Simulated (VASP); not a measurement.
# NbP (I4_1md) in VASP: settings compared

Aim: see how the results for NbP move with the level of theory and the settings. Levels: PBE, LDA. Tasks: single point.

All numbers are computed with VASP 6.6.1; they aren't measurements. Logs are shortened: lines on timing, memory, paths and dates and some standing lists are left out, and cuts for length are marked.

## Step 1: The cell of the first run

The structure is tetragonal, space group I4_1md (No. 109). The conventional cell has a = 3.281 Å, b = 3.281 Å, c = 11.246 Å, α = 90.00°, β = 90.00°, γ = 90.00°. Nb (site symmetry 2mm) has 6 P at 2.49 to 2.50 Å and 8 Nb at 3.26 to 3.28 Å within 3.3 Å. Within 3.3 Å of P (site symmetry 2mm) lie 6 Nb at 2.49 to 2.50 Å and 8 P at 3.26 to 3.28 Å.

## Step 2: Single point, PBE

The input, INCAR:

```
  PREC = Accurate
  ENCUT = 520
  EDIFF = 1E-7
  ISMEAR = -1
  SIGMA = 0.05
  LREAL = F
  LASPH = T
  NELM = 100
  ALGO = Normal
  ISIF = 2
  LWAVE = F
  LCHARG = F
  GGA = PE
  NBANDS = 26
```

The input, KPOINTS:

```
regular mesh
0
Gamma
  11 11 11
```

The input, POSCAR:

```
NbP
1.0
   -1.6407315532      1.6407315532      5.6229302316
    1.6407315532     -1.6407315532      5.6229302316
    1.6407315532      1.6407315532     -5.6229302316
Nb P
2 2
Direct
    0.2498808000      0.7498808000      0.5000000000
    0.4998808000      0.4998808000      0.0000000000
    0.8327477700      0.3327477700      0.5000000000
    0.0827477700      0.0827477700      0.0000000000
```

Potentials or basis: VASP PAW PBE potentials, release 64 (Nb_sv, P).

Run with:

```console
$ cat potpaw_PBE.64/Nb_sv/POTCAR potpaw_PBE.64/P/POTCAR > POTCAR
$ mpirun -np 1 vasp_std > vasp.out
```

OUTCAR:

```text
PREC = Accurate
   ENCUT = 520
   EDIFF = 1E-7
   ISMEAR = -1
   LREAL = F
   LASPH = T
   NELM = 100
   ISIF = 2
   GGA = PE

 ion  position               nearest neighbor table
   1  0.250  0.750  0.500-   4 2.49   4 2.49   3 2.50   3 2.50   3 2.50   3 2.50
   2  0.500  0.500  0.000-   3 2.49   3 2.49   4 2.50   4 2.50   4 2.50   4 2.50
   3  0.833  0.333  0.500-   2 2.49   2 2.49   1 2.50   1 2.50   1 2.50   1 2.50
   4  0.083  0.083  0.000-   1 2.49   1 2.49   2 2.50   2 2.50   2 2.50   2 2.50

  LATTYP: Found a body centered tetragonal cell.
 ALAT       =     3.2814631064
 C/A-ratio  =     3.4270872774

  Lattice vectors:

 A1 = (  -1.6407315532,   1.6407315532,   5.6229302316)
 A2 = (   1.6407315532,  -1.6407315532,   5.6229302316)
 A3 = (   1.6407315532,   1.6407315532,  -5.6229302316)

Analysis of symmetry for initial positions (statically):
=====================================================================
 Subroutine PRICEL returns:
 Original cell was already a primitive cell.

 Routine SETGRP: Setting up the symmetry group for a
 body centered tetragonal supercell.

 Subroutine GETGRP returns: Found  8 space group operations
 (whereof  4 operations were pure point group operations)
 out of a pool of 16 trial point group operations.

The static configuration has the point symmetry C_2v.
 The point group associated with its full space group is C_4v.

Analysis of symmetry for dynamics (positions and initial velocities):
=====================================================================
 Subroutine PRICEL returns:
 Original cell was already a primitive cell.

 Routine SETGRP: Setting up the symmetry group for a
 body centered tetragonal supercell.

 Subroutine GETGRP returns: Found  8 space group operations
 (whereof  4 operations were pure point group operations)
 out of a pool of 16 trial point group operations.

The dynamic configuration has the point symmetry C_2v.
 The point group associated with its full space group is C_4v.

 Subroutine INISYM returns: Found  8 space group operations
 (whereof  4 operations are pure point group operations),
 and found     1 'primitive' translations

----------------------------------------------------------------------------------------

                                     Primitive cell

  volume of cell :      60.5477

  direct lattice vectors                    reciprocal lattice vectors
    -1.640731553  1.640731553  5.622930232     0.000000000  0.304742113  0.088921608
     1.640731553 -1.640731553  5.622930232     0.304742113  0.000000000  0.088921608
     1.640731553  1.640731553 -5.622930232     0.304742113  0.304742113  0.000000000

  length of vectors
     6.082873042  6.082873042  6.082873042     0.317450481  0.317450481  0.430970429

  position of ions in fractional coordinates (direct lattice)
     0.249880800  0.749880800  0.500000000
     0.499880800  0.499880800  0.000000000
     0.832747770  0.332747770  0.500000000
     0.082747770  0.082747770  0.000000000

  ion indices of the primitive-cell ions
   primitive index   ion index
                 1           1
                 2           2
                 3           3
                 4           4

----------------------------------------------------------------------------------------

 KPOINTS: regular mesh

Automatic generation of k-mesh.
 Grid dimensions read from file:
 generate k-points for:   11   11   11

 Generating k-lattice:

  Cartesian coordinates                     Fractional coordinates (reciprocal lattice)
     0.000000000  0.027703828  0.008083783     0.090909091  0.000000000 -0.000000000
     0.027703828  0.000000000  0.008083783     0.000000000  0.090909091 -0.000000000
     0.027703828  0.027703828  0.000000000     0.000000000  0.000000000  0.090909091

  Length of vectors
     0.028859135  0.028859135  0.039179130

  Shift w.r.t. Gamma in fractional coordinates (k-lattice)
     0.000000000  0.000000000  0.000000000

 Subroutine IBZKPT returns following result:
 ===========================================

 Found    126 irreducible k-points:

 Following reciprocal coordinates:
            Coordinates               Weight
  0.000000  0.000000  0.000000      1.000000
  0.090909 -0.000000  0.000000      8.000000
  0.181818 -0.000000  0.000000      8.000000
  0.272727 -0.000000  0.000000      8.000000
  0.363636 -0.000000  0.000000      8.000000
  0.454545 -0.000000  0.000000      8.000000
[... 16 lines left out ...]
 -0.272727  0.181818  0.000000     16.000000
 -0.181818  0.181818  0.000000      4.000000
 [... further k-points ...]
   k-points           NKPTS =    126   k-points in BZ     NKDIM =    126   number of bands    NBANDS=     26
   number of dos      NEDOS =    301   number of ions     NIONS =      4
   total plane-waves  NPLWV = 110592
   dimension x,y,z NGX =    48 NGY =   48 NGZ =   48
   dimension x,y,z NGXF=    96 NGYF=   96 NGZF=   96
   ions per type =               2   2
   NGX,Y,Z   is equivalent  to a cutoff of  13.12, 13.12, 13.12 a.u.
   NGXF,Y,Z  is equivalent  to a cutoff of  26.24, 26.24, 26.24 a.u.
 SYSTEM =  unknown system
   PREC   = accura    normal or accurate (medium, high low for compatibility)
   ISTART =      0    job   : 0-new  1-cont  2-samecut
   ICHARG =      2    charge: 1-file 2-atom 10-const
   ISPIN  =      1    spin polarized calculation?
   LNONCOLLINEAR =      F non collinear calculations
   LSORBIT =      F    spin-orbit coupling
   LASPH  =      T    aspherical Exc in radial PAW
   ENCUT  =  520.0 eV  38.22 Ry    6.18 a.u.  11.31 11.31 11.31*2*pi/ulx,y,z
   NELM   =    100;   NELMIN=  2; NELMDL= -5     # of ELM steps
   EDIFF  = 0.1E-06   stopping-criterion for ELM
   LREAL  =      F    real-space projection
   EDIFFG = 0.1E-05   stopping-criterion for IOM
   NSW    =      0    number of steps for IOM
   IBRION =     -1    ionic relax: 0-MD 1-quasi-New 2-CG
   NFREE  =      0    steps in history (QN), initial steepest desc. (CG)
   ISIF   =      2    stress and relaxation
   ISYM   =      2    0-nonsym 1-usesym 2-fastsym
   POTIM  = 0.5000    time-step for ionic-motion
   TEBEG  =    0.0;   TEEND  =   0.0 temperature during run
   PSTRESS=    0.0 pullay stress
   NELECT =      36.0000    total number of electrons
   NUPDOWN=      -1.0000    fix difference up-down
   EMIN   =  10.00;   EMAX   =-10.00  energy-range for DOS
   EFERMI =   0.00;   METHOD = LEGACY
   ISMEAR =    -1;   SIGMA  =   0.05  broadening in eV -4-tet -1-fermi 0-gaus
   EFERMI_NEDOS =   21; number of points for ismear=-14 and -15
   IALGO  =     38    algorithm
   IMIX   =      4    mixing-type and parameters
     AMIX     =   0.40;   BMIX     =  1.00
     AMIX_MAG =   1.60;   BMIX_MAG =  1.00
  volume/ion in A,a.u.               =      15.14       102.15
  Fermi-wavevector in a.u.,A,eV,Ry     =   1.376606  2.601409 25.783651  1.895045
  Thomas-Fermi vector in A             =   2.501836
   LORBIT       =      0    0 simple, 1 ext, 2 COOP (PROOUT), +10 PAW based schemes
   GGA     = PE    functional components
   LHFCALC =     F    Hartree Fock is set to
   AEXX    =    0.0000 exact exchange contribution
   IVDW    =     0    specifies the selected vdW correction
   LEPSILON=     F    determine dielectric tensor
   LRPA    =     F    only Hartree local field effects (RPA)
 non-spin polarized calculation
  energy-cutoff  :      520.00
  volume of cell :       60.55
 maximum number of plane-waves:      1648
 NGX is ok and might be reduce to    48
   NGX = 23   NGY = 23   NGZ = 23

 number of electron      36.0000000 magnetization

 Free energy of the ion-electron system (eV)
  ---------------------------------------------------
  ext. energy  EPLUGINS =         0.00000000
  ---------------------------------------------------
  free energy    TOTEN  =       -35.20079709 eV

  energy without entropy =      -35.19546648  energy(sigma->0) =      -35.19813179

 E-fermi :  11.4006     XC(G=0): -12.2932

 val. band max:       11.3669160662   @ k =  -0.0909   0.4545   0.0909
 cond. band min:      11.4083309408   @ k =  -0.0909   0.4545   0.0909
 fundamental gap:      0.0414148746
 Fermi energy:        11.4005556466

 k-point     1 :       0.0000    0.0000    0.0000
  band No.  band energies     occupation
      1     -43.3768      2.00000
      2     -43.3273      2.00000
      3     -19.7328      2.00000
      4     -19.4522      2.00000
      5     -19.4522      2.00000
      6     -19.2954      2.00000
[... 18 lines left out ...]
     25      15.7747      0.00000
     26      15.7747      0.00000

 k-point     2 :       0.0909   -0.0000    0.0000
  band No.  band energies     occupation
      1     -43.3741      2.00000
      2     -43.3262      2.00000
      3     -19.7232      2.00000
      4     -19.4805      2.00000
      5     -19.4500      2.00000
      6     -19.3237      2.00000
[... 18 lines left out ...]
     25      15.7837      0.00000
     26      16.2096      0.00000

 k-point     3 :       0.1818   -0.0000    0.0000
  band No.  band energies     occupation
      1     -43.3670      2.00000
      2     -43.3235      2.00000
      3     -19.6996      2.00000
      4     -19.5522      2.00000
      5     -19.4440      2.00000
      6     -19.3925      2.00000
[... 18 lines left out ...]
     25      16.2709      0.00000
     26      17.1197      0.00000

 k-point     4 :       0.2727   -0.0000    0.0000
  band No.  band energies     occupation
      1     -43.3573      2.00000
      2     -43.3203      2.00000
      3     -19.7006      2.00000
      4     -19.6131      2.00000
      5     -19.4737      2.00000
      6     -19.4361      2.00000
[... 18 lines left out ...]
     25      16.5733      0.00000
     26      17.9251      0.00000

 k-point     5 :       0.3636   -0.0000    0.0000
  band No.  band energies     occupation
      1     -43.3478      2.00000
      2     -43.3180      2.00000
      3     -19.7682      2.00000
      4     -19.6184      2.00000
      5     -19.5222      2.00000
      6     -19.4288      2.00000
[... 18 lines left out ...]
     25      16.2054      0.00000
     26      18.2250      0.00000

 k-point     6 :       0.4545   -0.0000    0.0000
  band No.  band energies     occupation
      1     -43.3417      2.00000
      2     -43.3170      2.00000
      3     -19.8175      2.00000
      4     -19.6399      2.00000
      5     -19.5169      2.00000
      6     -19.4244      2.00000
[... 427 lines left out ...]
 k-point    21 :      -0.4545    0.1818    0.0000
  band No.  band energies     occupation
      1     -43.3341      2.00000
      2     -43.3116      2.00000
      3     -19.7993      2.00000
      4     -19.6211      2.00000
      5     -19.5370      2.00000
      6     -19.4931      2.00000
[... 18 lines left out ...]
     25      16.1510      0.00000
     26      18.0580      0.00000

 k-point    22 :      -0.3636    0.1818   -0.0000
  band No.  band energies     occupation
      1     -43.3410      2.00000
      2     -43.3117      2.00000
      3     -19.7507      2.00000
      4     -19.6051      2.00000
      5     -19.5341      2.00000
      6     -19.5062      2.00000
[... 18 lines left out ...]
     25      16.4188      0.00000
     26      18.1366      0.00000

 k-point    23 :      -0.2727    0.1818    0.0000
  band No.  band energies     occupation
      1     -43.3503      2.00000
      2     -43.3142      2.00000
      3     -19.6853      2.00000
      4     -19.6071      2.00000
      5     -19.5251      2.00000
      6     -19.4660      2.00000
[... 18 lines left out ...]
     25      16.5210      0.00000
     26      17.6887      0.00000

 k-point    24 :      -0.1818    0.1818    0.0000
  band No.  band energies     occupation
      1     -43.3592      2.00000
      2     -43.3180      2.00000
      3     -19.6829      2.00000
      4     -19.5552      2.00000
      5     -19.5255      2.00000
      6     -19.3920      2.00000
[... 18 lines left out ...]
     25      15.9674      0.00000
     26      17.2383      0.00000

 [... further k-points ...]

------------------------ aborting loop because EDIFF is reached ----------------------------------------

  FORCE on cell =-STRESS in cart. coord.  units (eV):
  Direction    XX          YY          ZZ          XY          YZ          ZX
  --------------------------------------------------------------------------------------
  -------------------------------------------------------------------------------------
  Total        4.6596028      4.6596028      3.7647702      0.0000000      0.0000000      0.0000000
  in kB      123.2996175    123.2996175     99.6210940      0.0000000      0.0000000      0.0000000
  external PRESSURE =     115.4067764 kB  Pullay stress =       0.0000000 kB

 VOLUME and BASIS-vectors are now :
 -----------------------------------------------------------------------------
  energy-cutoff  :      520.00
  volume of cell :       60.55
      direct lattice vectors                 reciprocal lattice vectors
    -1.640731553  1.640731553  5.622930232     0.000000000  0.304742113  0.088921608
     1.640731553 -1.640731553  5.622930232     0.304742113  0.000000000  0.088921608
     1.640731553  1.640731553 -5.622930232     0.304742113  0.304742113  0.000000000

 POSITION                                       TOTAL-FORCE (eV/Angst)
 -----------------------------------------------------------------------------------
      1.64073      0.00000      2.81012         0.000000      0.000000      0.038396
      0.00000      0.00000      5.62159        -0.000000     -0.000000      0.038396
      0.00000      1.64073      3.74203        -0.000000     -0.000000     -0.038396
      0.00000      0.00000      0.93057         0.000000      0.000000     -0.038396
 -----------------------------------------------------------------------------------
    total drift:                                0.000000      0.000000      0.000071

  FREE ENERGIE OF THE ION-ELECTRON SYSTEM (eV)
  ---------------------------------------------------
  free  energy   TOTEN  =       -35.2007970948 eV

  energy  without entropy=      -35.1954664809  energy(sigma->0) =      -35.19813179
```

Run time: 9.3 min. Hardware: 1 thread of Intel Xeon Platinum 8259CL at 2.50GHz (Skylake/Cascade Lake), shared host; peak memory 0.42 GiB.

What came out:

* Free energy: -35.2008 eV
* Pressure: 11.5 GPa
* Largest force: 0.038 eV/Å
* Band gap on the k mesh: zero (bands 18 and 19 overlap by 0.01 eV)

Forces on the atoms (eV/Å):
```
Nb   0.000  0.000  0.038
Nb   0.000  0.000  0.038
P    0.000  0.000 -0.038
P    0.000  0.000 -0.038
```

Stress tensor (GPa, compression positive):
```
12.33  0.00  0.00
 0.00 12.33  0.00
 0.00  0.00  9.96
```

Levels at points of the mesh, in eV from the Fermi level:
```tsv
k point	band 14	band 15	band 16	band 17	band 18	band 19	band 20	band 21	band 22	band 23
(0.00, 0.00, 0.00)	-2.30	-2.30	-1.86	-1.37	-1.37	0.90	1.75	2.85	3.41	3.41
```

Caveat: the cell stands under pressure.

## Step 3: Single point, LDA

This run uses another cell than the first one, of 15.46 Å³/atom.

The input, INCAR:

```
SYSTEM = NbP
ALGO = Normal ; EDIFF = 1E-6
ENCUT = 520 ; ISIF = 2
ISMEAR = -1 ; LASPH = .True.
LCHARG = .False. ; LREAL = .False.
LWAVE = .False. ; NBANDS = 26
NELM = 100 ; PREC = Accurate
SIGMA = 0.05
```

The input, KPOINTS:

```
k-points
0
Gamma
  11 11 11
  0 0 0
```

The input, POSCAR:

```
NbP
1.0
   -1.6522863814      1.6522863814      5.6625296365
    1.6522863814     -1.6522863814      5.6625296365
    1.6522863814      1.6522863814     -5.6625296365
Nb P
2 2
Direct
    0.2498808000      0.7498808000      0.5000000000
    0.4998808000      0.4998808000      0.0000000000
    0.8327477700      0.3327477700      0.5000000000
    0.0827477700      0.0827477700      0.0000000000
```

Potentials or basis: VASP PAW LDA potentials, release 64 (Nb_sv, P).

Run with:

```console
$ cat potpaw_LDA.64/Nb_sv/POTCAR potpaw_LDA.64/P/POTCAR > POTCAR
$ mpirun -np 1 vasp_std > vasp.out
```

OUTCAR:

```text
SYSTEM = NbP
   EDIFF = 1E-6
   ENCUT = 520
   ISIF = 2
   ISMEAR = -1
   LASPH = .True.
   LREAL = .False.
   NELM = 100
   PREC = Accurate

 ion  position               nearest neighbor table
   1  0.250  0.750  0.500-   4 2.51   4 2.51   3 2.52   3 2.52   3 2.52   3 2.52
   2  0.500  0.500  0.000-   3 2.51   3 2.51   4 2.52   4 2.52   4 2.52   4 2.52
   3  0.833  0.333  0.500-   2 2.51   2 2.51   1 2.52   1 2.52   1 2.52   1 2.52
   4  0.083  0.083  0.000-   1 2.51   1 2.51   2 2.52   2 2.52   2 2.52   2 2.52

  LATTYP: Found a body centered tetragonal cell.
 ALAT       =     3.3045727628
 C/A-ratio  =     3.4270872775
[... 896 lines left out ...]
  --------------------------------------------------------------------------------------
  -------------------------------------------------------------------------------------
  Total       -0.5700847     -0.5700847     -0.9706311      0.0000000      0.0000000      0.0000000
  in kB      -14.7709649    -14.7709649    -25.1491698      0.0000000      0.0000000      0.0000000
  external PRESSURE =     -18.2303665 kB  Pullay stress =       0.0000000 kB

 VOLUME and BASIS-vectors are now :
 -----------------------------------------------------------------------------
  energy-cutoff  :      520.00
  volume of cell :       61.84
      direct lattice vectors                 reciprocal lattice vectors
    -1.652286381  1.652286381  5.662529637     0.000000000  0.302610979  0.088299759
     1.652286381 -1.652286381  5.662529637     0.302610979  0.000000000  0.088299759
     1.652286381  1.652286381 -5.662529637     0.302610979  0.302610979  0.000000000

 POSITION                                       TOTAL-FORCE (eV/Angst)
 -----------------------------------------------------------------------------------
      1.65229     -0.00000      2.82991         0.000000     -0.000000      0.030157
      0.00000      0.00000      5.66118        -0.000000      0.000000      0.030157
     -0.00000      1.65229      3.76839        -0.000000     -0.000000     -0.030157
      0.00000      0.00000      0.93712        -0.000000     -0.000000     -0.030157
 -----------------------------------------------------------------------------------
    total drift:                                0.000000      0.000000      0.000032

  FREE ENERGIE OF THE ION-ELECTRON SYSTEM (eV)
  ---------------------------------------------------
  free  energy   TOTEN  =       -39.0302444009 eV

  energy  without entropy=      -39.0246838756  energy(sigma->0) =      -39.02746414
```

Wall time 7.7 min (1 thread of Intel Xeon Platinum 8259CL at 2.50GHz (Skylake/Cascade Lake), shared host); peak memory 0.36 GiB.

Results:

* Free energy: -39.0302 eV
* Pressure: -1.8 GPa
* Largest force: 0.030 eV/Å
* Band gap on the k mesh: zero (bands 18 and 19 overlap by 0.01 eV)

Forces in eV/Å, atoms in the order of the input:
```
Nb   0.000  0.000  0.030
Nb   0.000  0.000  0.030
P    0.000  0.000 -0.030
P    0.000  0.000 -0.030
```

Stress tensor (GPa, compression positive):
```
-1.48  0.00  0.00
 0.00 -1.48  0.00
 0.00  0.00 -2.51
```

Levels at points of the mesh, in eV from the Fermi level:
| k point | band 16 | band 17 | band 18 | band 19 | band 20 | band 21 |
| --- | --- | --- | --- | --- | --- | --- |
| (0.00, 0.00, 0.00) | -1.81 | -1.35 | -1.35 | 0.87 | 1.69 | 2.78 |

(Part 1 of 2 ends here.)
